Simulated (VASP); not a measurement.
Crystal: MgO.

```xyz
2
Lattice="0.0000 2.1012 2.1012 2.1012 0.0000 2.1012 2.1012 2.1012 0.0000" Properties=species:S:1:pos:R:3 pbc="T T T"
Mg    0.0000    0.0000    0.0000
O     2.1012    2.1012    2.1012
```

```yaml
Program: VASP 6.6.1
Task: relaxation of cell and atoms
Functional: PBE
Potentials_or_basis: VASP PAW PBE potentials, release 64 (Mg, O)
Cutoff: 600 eV
k_mesh: 10 × 10 × 10
Occupations: gaussian, width 0.02 eV
Spin: no spin polarisation
```

At the start: pressure 4.9 GPa; volume 9.28 Å³/atom.

**Question.** How do energy, volume and symmetry change on relaxing?

**Answer.** Over 3 steps the energy falls by 4.2 meV/atom and the volume is 9.56 Å³/atom (+3.1 %); space group Fm-3m (No. 225, to 0.1 Å) before and after.

The path:
```csv
step,energy change (eV),largest force (eV/Å),pressure (GPa),volume (Å³)
1,0.0000,0.0000,4.87,18.55
2,-0.0075,0.0000,-1.53,19.32
3,-0.0084,0.0000,0.01,19.12
```

Final structure:
```cif
data_structure
_symmetry_space_group_name_H-M 'P 1'
_symmetry_Int_Tables_number 1
_cell_length_a 3.0016
_cell_length_b 3.0016
_cell_length_c 3.0016
_cell_angle_alpha 60.000
_cell_angle_beta 60.000
_cell_angle_gamma 60.000
_cell_volume 19.12
loop_
_atom_site_label
_atom_site_type_symbol
_atom_site_fract_x
_atom_site_fract_y
_atom_site_fract_z
_atom_site_occupancy
Mg1 Mg 0.00000 0.00000 0.00000 1
O1 O 0.50000 0.50000 0.50000 1
```
